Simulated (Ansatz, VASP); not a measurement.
# One calculation of InAs, two programs

INCAR

```
  PREC = Accurate
  ENCUT = 520
  EDIFF = 1E-6
  ISMEAR = 0
  SIGMA = 0.05
  LREAL = False
  LASPH = True
  NELM = 60
  ALGO = Normal
  ISIF = 2
  LWAVE = False
  LCHARG = False
  GGA = B5
  ALDAX = 1.0
  AGGAX = 1.0
  AGGAC = 1.0
  ALDAC = 0.0
  NBANDS = 16
```

Contents of KPOINTS:

```
Automatic mesh
0
Gamma
  6 6 6
```

File POSCAR:

```
InAs
1.0
    0.0000000000      3.1791617484      3.1791617484
    3.1791617484      0.0000000000      3.1791617484
    3.1791617484      3.1791617484      0.0000000000
In As
1 1
Direct
    0.0000000000      0.0000000000      0.0000000000
    0.7500000000      0.7500000000      0.7500000000
```

Input for Ansatz:

```yaml
crystal:
  lattice:
    - [0.0, 3.1791617484, 3.1791617484]
    - [3.1791617484, 0.0, 3.1791617484]
    - [3.1791617484, 3.1791617484, 0.0]
  atoms:
    - { symbol: In, position: [0.0, 0.0, 0.0] }
    - { symbol: As, position: [0.75, 0.75, 0.75] }
basis:
  ecutwfc: 420
  ecutrho_ratio: 4
kpoints:
  mp_grid: { grid: [6, 6, 6] }
hamiltonian:
  xc: blyp
scf:
  occupations: { method: gaussian, width: 0.05 }
output:
  forces: true
  stress: true
  eigenvalues: true
```

Alike in both runs: task single point; functional BLYP; k mesh 6 × 6 × 6; occupations gaussian, width 0.05 eV; no spin polarisation.

|  | VASP | Ansatz |
| --- | --- | --- |
| version | VASP 6.6.1 | Ansatz 0.2.0 |
| potentials or method | VASP PAW PBE potentials, release 64 (In_d, As), cutoff 520 eV | scalar-relativistic, plane waves, PAW |
| valence electrons in the cell | 18 | 28 |

```tsv
	VASP	Ansatz	Ansatz less VASP
gap on the k mesh at the Fermi level (eV)	none	none	-
pressure (GPa)	-0.7	-0.7	-0.08
```

VASP's potentials were made for PBE, not for BLYP. A gap of «none» marks a metal or a gap that the smearing closes. The functional is the same, so the differences come from potentials, cutoffs and numerics. VASP's potentials hold 18 valence electrons a cell and Ansatz's 28, so a difference there can come from the potentials and not from the codes.
